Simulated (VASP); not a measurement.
A run of VASP 6.6.1 is set up as follows.

INCAR

```
SYSTEM = Si
PREC = Accurate ; ENCUT = 520
EDIFF = 1E-6 ; ISMEAR = -1
SIGMA = 0.02 ; LREAL = Auto
LASPH = .TRUE. ; NELM = 80
ALGO = Normal ; ISIF = 2
LWAVE = .FALSE. ; LCHARG = .FALSE.
GGA = PS ; NBANDS = 48
```

The input KPOINTS:

```
regular mesh
0
G
  2 2 2
  0 0 0
```

Contents of POSCAR:

```
Si
1.0
    0.0000000000      5.4300000000      5.4300000000
    5.4300000000      0.0000000000      5.4300000000
    5.4300000000      5.4300000000      0.0000000000
Si
17
Direct
   -0.0346040516      0.0146593002      0.0760589319
    0.0705616943      0.1326611418      0.2283333333
   -0.0490239411     -0.0179558011      0.5801473297
    0.1059944751      0.0973941068      0.6924953959
   -0.0794751381      0.5174677716      0.0884622468
    0.0420165746      0.6365653775      0.2161602210
   -0.0835267035      0.4689779006      0.6336924494
    0.0735174954      0.6130018416      0.7064088398
    0.4429558011      0.0211141805      0.0837845304
    0.5831767956      0.1327348066      0.1902302026
    0.4812430939     -0.0241160221      0.5728268877
    0.5643186004      0.1074493554      0.7285543278
    0.4197053407      0.5199079190      0.0932228361
    0.5515837937      0.6522283610      0.2021731123
    0.4216114180      0.5025690608      0.6012615101
    0.5519613260      0.6066942910      0.7292357274
    0.3240147330      0.3560220994      0.4715653775
```

Potentials or basis: VASP PAW PBE potentials, release 64 (Si).

Command:

```bash
$ cat potpaw_PBE.64/Si/POTCAR > POTCAR
$ mpirun -np 1 vasp_std > vasp.out
```

Question: What does it give for the largest force?

Answer: 2.377 eV/Å.

Question: Estimate the pressure.

Answer: 3.5 GPa.

Question: Predict the band gap on the k mesh.

Answer: Zero (bands 34 and 35 overlap by 0.33 eV).

Forces on the atoms (eV/Å):
```
Si  -0.501 -0.183 -0.493
Si  -0.562 -1.580  0.918
Si   1.452  0.612 -0.609
Si   0.648 -0.024 -0.973
Si  -0.760  0.383  0.134
Si   1.042  0.658 -0.201
Si  -1.144 -0.426  1.290
Si   1.478 -0.736 -1.710
Si   0.245  0.064 -1.083
Si   0.457  0.727  1.046
Si  -0.457 -0.097 -0.279
Si  -0.596 -0.397  1.436
Si  -0.383 -0.034 -0.352
Si   0.353  0.637 -0.491
Si  -1.570  1.010  1.386
Si   0.255 -0.012  0.348
Si   0.042 -0.601 -0.368
```

Caveat: the k points lie up to 0.50 Å⁻¹ apart; the PAW data sets were made with another functional, which shifts forces and pressure a little.
